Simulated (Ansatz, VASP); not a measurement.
## C in VASP and in Ansatz

```
C
1.0
     0.00000    1.84123    1.84123
     1.84123    0.00000    1.84123
     1.84123    1.84123    0.00000
C
2
Direct
  0.50000 0.50000 0.50000
  0.75000 0.75000 0.75000
```

Alike in both runs: task single point; functional PBE; k mesh 12 × 12 × 12; occupations gaussian, width 0.05 eV; no spin polarisation.

|  | VASP | Ansatz |
| --- | --- | --- |
| version | VASP 6.6.1 | Ansatz 0.2.0 |
| potentials or method | VASP PAW PBE potentials, release 64 (C), cutoff 520 eV | scalar-relativistic, plane waves, PAW |
| valence electrons in the cell | 8 | 8 |

VASP gave:

```
gap on the k mesh at the Fermi level (eV) : 3.94
least direct gap on the mesh (eV)         : 5.33
```

What did Ansatz give for the same quantities?

gap on the k mesh at the Fermi level (eV): 3.95; least direct gap on the mesh (eV): 5.33.
